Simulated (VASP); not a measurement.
# Se (R-3m) in VASP: a series of runs

Se is run at these levels: PBE; tasks: single point.

Everything below comes from runs of VASP 6.6.1. Logs are shortened: lines on timing, memory, paths and dates and some standing lists are left out, and cuts for length are marked.

**1. The cell of the first run**

The structure is trigonal, space group R-3m (No. 166). Conventional cell: a = 2.561 Å, b = 2.561 Å, c = 6.216 Å, α = 90.00°, β = 90.00°, γ = 120.00°. Within 3.4 Å of Se (site symmetry -3m) lie 12 Se at 2.55 to 2.56 Å.

**2. Single point, PBE**

The input, INCAR:

```
ALGO = Normal
EDIFF = 1E-6
ENCUT = 520
GGA = PE
ISIF = 2
ISMEAR = -1
LASPH = True
LCHARG = False
LREAL = False
LWAVE = False
NBANDS = 13
NELM = 60
PREC = Accurate
SIGMA = 0.08
```

The input, KPOINTS:

```
k-points
0
Gamma
  14 14 14
```

The input, POSCAR:

```
Se
1.0
    1.2804929419     -0.7392929447      4.1438381200
    0.0000000000      1.4785858894      4.1438381200
   -1.2804929419     -0.7392929447      4.1438381200
Se
2
Direct
    0.2500000381      0.2500000381      0.2500000381
   -0.2500000381     -0.2500000381     -0.2500000381
```

Potentials or basis: VASP PAW PBE potentials, release 64 (Se).

The run is started by

```
cat potpaw_PBE.64/Se/POTCAR > POTCAR
mpirun -np 1 vasp_std > vasp.out
```

OUTCAR:

```text
EDIFF = 1E-6
   ENCUT = 520
   GGA = PE
   ISIF = 2
   ISMEAR = -1
   LASPH = True
   LREAL = False
   NELM = 60
   PREC = Accurate

 ion  position               nearest neighbor table
   1  0.250  0.250  0.250-   2 2.55   2 2.55   2 2.55   2 2.55   2 2.55   2 2.55
   2  0.750  0.750  0.750-   1 2.55   1 2.55   1 2.55   1 2.55   1 2.55   1 2.55

  LATTYP: Found a trigonal (rhomboedric) cell.
 ALAT       =     4.3997284686
 COS(alpha) =     0.8305925036

  Lattice vectors:

 A1 = (   1.2804929419,  -0.7392929447,   4.1438381200)
 A2 = (   0.0000000000,   1.4785858894,   4.1438381200)
 A3 = (  -1.2804929419,  -0.7392929447,   4.1438381200)

Analysis of symmetry for initial positions (statically):
=====================================================================
 Subroutine PRICEL returns following result:

  LATTYP: Found a trigonal (rhomboedric) cell.
 ALAT       =     2.5454014907
 COS(alpha) =     0.4938583827

  Lattice vectors:

 A1 = (   1.2804929419,   0.7392929447,   2.0719200073)
 A2 = (  -1.2804929419,   0.7392929447,   2.0719181127)
 A3 = (   0.0000000000,  -1.4785858894,   2.0719200073)

   2 primitive cells build up your supercell.

 Routine SETGRP: Setting up the symmetry group for a
 trigonal (rhombohedral) supercell.

 Subroutine GETGRP returns: Found 12 space group operations
 (whereof 12 operations were pure point group operations)
 out of a pool of 12 trial point group operations.

The static configuration has the point symmetry D_3d.

Analysis of symmetry for dynamics (positions and initial velocities):
=====================================================================
 Subroutine PRICEL returns following result:

  LATTYP: Found a trigonal (rhomboedric) cell.
 ALAT       =     2.5454014907
 COS(alpha) =     0.4938583827

  Lattice vectors:

 A1 = (   1.2804929419,   0.7392929447,   2.0719200073)
 A2 = (  -1.2804929419,   0.7392929447,   2.0719181127)
 A3 = (   0.0000000000,  -1.4785858894,   2.0719200073)

   2 primitive cells build up your supercell.

 Routine SETGRP: Setting up the symmetry group for a
 trigonal (rhombohedral) supercell.

 Subroutine GETGRP returns: Found 12 space group operations
 (whereof 12 operations were pure point group operations)
 out of a pool of 12 trial point group operations.
[... 102 lines left out ...]
   NSW    =      0    number of steps for IOM
   IBRION =     -1    ionic relax: 0-MD 1-quasi-New 2-CG
   NFREE  =      0    steps in history (QN), initial steepest desc. (CG)
   ISIF   =      2    stress and relaxation
   ISYM   =      2    0-nonsym 1-usesym 2-fastsym
   POTIM  = 0.5000    time-step for ionic-motion
   TEBEG  =    0.0;   TEEND  =   0.0 temperature during run
   PSTRESS=    0.0 pullay stress
   NELECT =      12.0000    total number of electrons
   NUPDOWN=      -1.0000    fix difference up-down
   EMIN   =  10.00;   EMAX   =-10.00  energy-range for DOS
   EFERMI =   0.00;   METHOD = LEGACY
   ISMEAR =    -1;   SIGMA  =   0.08  broadening in eV -4-tet -1-fermi 0-gaus
   EFERMI_NEDOS =   21; number of points for ismear=-14 and -15
   IALGO  =     38    algorithm
   IMIX   =      4    mixing-type and parameters
     AMIX     =   0.40;   BMIX     =  1.00
     AMIX_MAG =   1.60;   BMIX_MAG =  1.00
  volume/ion in A,a.u.               =      11.77        79.42
  Fermi-wavevector in a.u.,A,eV,Ry     =   1.307834  2.471448 23.271813  1.710430
  Thomas-Fermi vector in A             =   2.438542
   LORBIT       =      0    0 simple, 1 ext, 2 COOP (PROOUT), +10 PAW based schemes
   GGA     = PE    functional components
   LHFCALC =     F    Hartree Fock is set to
   AEXX    =    0.0000 exact exchange contribution
   IVDW    =     0    specifies the selected vdW correction
   LEPSILON=     F    determine dielectric tensor
   LRPA    =     F    only Hartree local field effects (RPA)
 non-spin polarized calculation
  energy-cutoff  :      520.00
  volume of cell :       23.54
 maximum number of plane-waves:       654
 NGX is ok and might be reduce to    36
   NGX = 17   NGY = 17   NGZ = 17

 number of electron      12.0000001 magnetization

 Free energy of the ion-electron system (eV)
  ---------------------------------------------------
  ext. energy  EPLUGINS =         0.00000000
  ---------------------------------------------------
  free energy    TOTEN  =        -1.28554574 eV

  energy without entropy =       -1.26867062  energy(sigma->0) =       -1.27710818

 E-fermi :  13.7819     XC(G=0): -13.2678

 val. band max:       13.7779806721   @ k =  -0.4286   0.2143   0.2143
 cond. band min:      13.7868813872   @ k =  -0.2857   0.2857   0.2857
 fundamental gap:      0.0089007151
 Fermi energy:        13.7819109685

 k-point     1 :       0.0000    0.0000    0.0000
  band No.  band energies     occupation
      1      -8.8916      2.00000
      2      -1.5038      2.00000
      3       1.4126      2.00000
      4      17.8632      0.00000
      5      17.8632      0.00000
      6      20.7984      0.00000
      7      20.7984      0.00000
      8      21.1009      0.00000
      9      25.4256      0.00000
     10      25.4256      0.00000
     11      25.4599      0.00000
     12      26.9285      0.00000
     13      26.9285      0.00000
[... 354 lines left out ...]
  band No.  band energies     occupation
      1      -6.8787      2.00000
      2      -1.0017      2.00000
      3       4.7351      2.00000
      4      10.1489      2.00000
      5      12.5523      2.00000
      6      13.1181      1.99950
      7      15.4913      0.00000
      8      19.5177      0.00000
      9      24.0826      0.00000
     10      25.1842      0.00000
     11      27.0779      0.00000
     12      27.1133      0.00000
     13      30.1871      0.00000

 [... further k-points ...]

------------------------ aborting loop because EDIFF is reached ----------------------------------------

  FORCE on cell =-STRESS in cart. coord.  units (eV):
  Direction    XX          YY          ZZ          XY          YZ          ZX
  --------------------------------------------------------------------------------------
  -------------------------------------------------------------------------------------
  Total       19.3006807     19.3006807     19.3121753     -0.0000000     -0.0000000     -0.0000000
  in kB     1313.8186587   1313.8186587   1314.6011142     -0.0000000     -0.0000000     -0.0000000
  external PRESSURE =    1314.0794772 kB  Pullay stress =       0.0000000 kB

 VOLUME and BASIS-vectors are now :
 -----------------------------------------------------------------------------
  energy-cutoff  :      520.00
  volume of cell :       23.54
      direct lattice vectors                 reciprocal lattice vectors
     1.280492942 -0.739292945  4.143838120     0.390474624 -0.225440629  0.080440723
     0.000000000  1.478585889  4.143838120     0.000000000  0.450881259  0.080440723
    -1.280492942 -0.739292945  4.143838120    -0.390474624 -0.225440629  0.080440723

 POSITION                                       TOTAL-FORCE (eV/Angst)
 -----------------------------------------------------------------------------------
      0.00000      0.00000      3.10788         0.000000      0.000000     -0.000000
      0.00000      0.00000      9.32364         0.000000      0.000000      0.000000
 -----------------------------------------------------------------------------------
    total drift:                               -0.000000      0.000000     -0.000000

  FREE ENERGIE OF THE ION-ELECTRON SYSTEM (eV)
  ---------------------------------------------------
  free  energy   TOTEN  =        -1.2855457395 eV

  energy  without entropy=       -1.2686706152  energy(sigma->0) =       -1.27710818
```

stdout:

```text
POSCAR found type information on POSCAR Se
 POSCAR found :  1 types and       2 ions
 scaLAPACK will be used
 LDA part: xc-table for (Slater+PW92), standard interpolation
 POSCAR, INCAR and KPOINTS ok, starting setup
 FFT: planning ... GRIDC
 FFT: planning ... GRID_SOFT
 FFT: planning ... GRID
 WAVECAR not read
 entering main loop
```

Run time: 5.2 min. Hardware: 1 thread of AMD EPYC 7R43 (Zen 3), shared host; peak memory 0.22 GiB.

Results:

```
Free energy            : -1.2855 eV
Pressure               : 131.4 GPa
Band gap on the k mesh : zero (band 6 reaches 20.80 eV, above the bottom of band 7 at 9.29 eV)
```

Levels at points of the mesh, in eV from the Fermi level:
```csv
k point,band 4,band 5,band 6,band 7,band 8,band 9
"(0.00, 0.00, 0.00)",4.08,4.08,7.02,7.02,7.32,11.64
"(0.50, 0.00, 0.00)",-8.71,-3.31,-3.31,0.49,0.49,6.10
"(0.50, 0.50, 0.00)",-10.77,-1.57,-1.32,3.87,4.26,4.29
"(0.50, 0.50, 0.50)",-3.04,5.07,5.07,5.07,5.07,11.63
```

**3. Single point, PBE**

The input, INCAR:

```
  PREC = Accurate
  ENCUT = 520
  EDIFF = 1E-6
  ISMEAR = -1
  SIGMA = 0.08
  LREAL = False
  LASPH = True
  NELM = 80
  ALGO = Normal
  ISIF = 2
  LWAVE = False
  LCHARG = True
  GGA = PE
  LELF = True
  LVHAR = True
  NBANDS = 13
```

The input, KPOINTS:

```
regular mesh
0
Gamma
  14 14 14
```

The input, POSCAR:

```
Se
1.0
    1.2805377497     -0.7393188145      4.1442530472
    0.0000000000      1.4786376290      4.1442530472
   -1.2805377497     -0.7393188145      4.1442530472
Se
2
Direct
    0.2500000000      0.2500000000      0.2500000000
   -0.2500000000     -0.2500000000     -0.2500000000
```

Potentials or basis: VASP PAW PBE potentials, release 64 (Se).

The run is started by

```
cat potpaw_PBE.64/Se/POTCAR > POTCAR
mpirun -np 1 vasp_std > vasp.out
```

It took 4.3 min on 1 thread of AMD EPYC 7R43 (Zen 3), shared host; peak memory 0.22 GiB.

It converged, with:

```yaml
Free_energy: -1.2888 eV
Pressure: 131.3 GPa
Band_gap_on_the_k_mesh: zero (band 6 reaches 20.79 eV, above the bottom of band 7 at 9.28 eV)
```

Levels at points of the mesh, in eV from the Fermi level:
| k point | band 3 | band 4 | band 5 | band 6 | band 7 | band 8 | band 9 | band 10 |
| --- | --- | --- | --- | --- | --- | --- | --- | --- |
| (0.00, 0.00, 0.00) | -12.37 | 4.08 | 4.08 | 7.02 | 7.02 | 7.32 | 11.64 | 11.64 |
| (0.50, 0.00, 0.00) | -8.70 | -8.70 | -3.31 | -3.31 | 0.49 | 0.49 | 6.10 | 6.10 |
| (0.50, 0.50, 0.00) | -12.15 | -10.77 | -1.57 | -1.32 | 3.87 | 4.26 | 4.29 | 4.35 |
| (0.50, 0.50, 0.50) | -3.04 | -3.04 | 5.07 | 5.07 | 5.07 | 5.07 | 11.63 | 11.63 |
